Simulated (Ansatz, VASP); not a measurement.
## Two plane-wave programs on Hg

```
Hg
1.0
    -1.88277    1.88277    1.88277
     1.88277   -1.88277    1.88277
     1.88277    1.88277   -1.88277
Hg
1
Direct
  0.00000 0.00000 0.00000
```

Alike in both runs: task single point; functional PBEsol; k mesh 14 × 14 × 14; occupations fermi-dirac, width 0.1 eV; no spin polarisation.

```csv
,VASP,Ansatz
version,VASP 6.6.1,Ansatz 0.2.0
potentials or method,"VASP PAW PBE potentials, release 64 (Hg), cutoff 520 eV","plane waves (420 eV) with PAW, scalar-relativistic"
valence electrons in the cell,12,20
```

VASP gave:

```
pressure (GPa) : -2.3
```

Problem. Which values does Ansatz return?

Solution. Pressure (GPa): -2.5.

VASP's potentials were made for PBE, not for PBEsol, and Ansatz warns of the same on its side. VASP's potentials hold 12 valence electrons a cell and Ansatz's 20, so a difference there can come from the potentials and not from the codes.

Spin-orbit coupling is off throughout.
